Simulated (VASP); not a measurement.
A run of VASP 6.6.1 is set up as follows.

File INCAR:

```
PREC     = Accurate       # precision mode
ENCUT    = 600            # plane-wave cutoff, eV
EDIFF    = 1E-6           # SCF threshold, eV
ISMEAR   = 0              # smearing method
SIGMA    = 0.1            # smearing width, eV
LREAL    = False          # projectors in reciprocal space
LASPH    = True           # aspherical terms in the spheres
NELM     = 120            # most SCF steps
ALGO     = Normal         # electronic algorithm
ISIF     = 2              # what is computed and relaxed
LWAVE    = False          # write WAVECAR
LCHARG   = False          # write CHGCAR
GGA      = PE             # functional
NBANDS   = 21             # bands
GGA_COMPAT= False
```

Contents of KPOINTS:

```
regular mesh
0
Gamma
  3 3 4
```

The input POSCAR:

```
Mg2BeS3
1.0
    4.8107728936      0.0000000021      0.0000000000
   -2.4053864487      4.1662515366      0.0000000000
    0.0000000000      0.0000000000      8.6433489853
Mg Be S
2 1 3
Direct
    0.3333333333      0.6666666667      0.5000000000
    0.6666666667      0.3333333333      0.5000000000
    0.0000000000      0.0000000000      0.0000000000
    0.0000000000      0.0000000000      0.2189324628
    0.0000000000      0.0000000000      0.7810675372
    0.0000000000      0.0000000000      0.5000000000
```

Potentials or basis: VASP PAW PBE potentials, release 64 (Mg, Be, S).

The run is started by

```sh
$ cat potpaw_PBE.64/Mg/POTCAR potpaw_PBE.64/Be/POTCAR potpaw_PBE.64/S/POTCAR > POTCAR
$ mpirun -np 1 vasp_std > vasp.out
```

Task: Estimate the largest force.

Result: 0.018 eV/Å.

Task: What does it give for the pressure?

Result: 0.1 GPa.

Forces in eV/Å, atoms in the order of the input:
```
Mg   0.000  0.000  0.000
Mg   0.000  0.000  0.000
Be   0.000  0.000  0.000
S    0.000  0.000 -0.018
S    0.000  0.000  0.018
S    0.000  0.000  0.000
```

Caveat: the k points lie up to 0.50 Å⁻¹ apart, too coarse for converged energies and pressures of a metal.
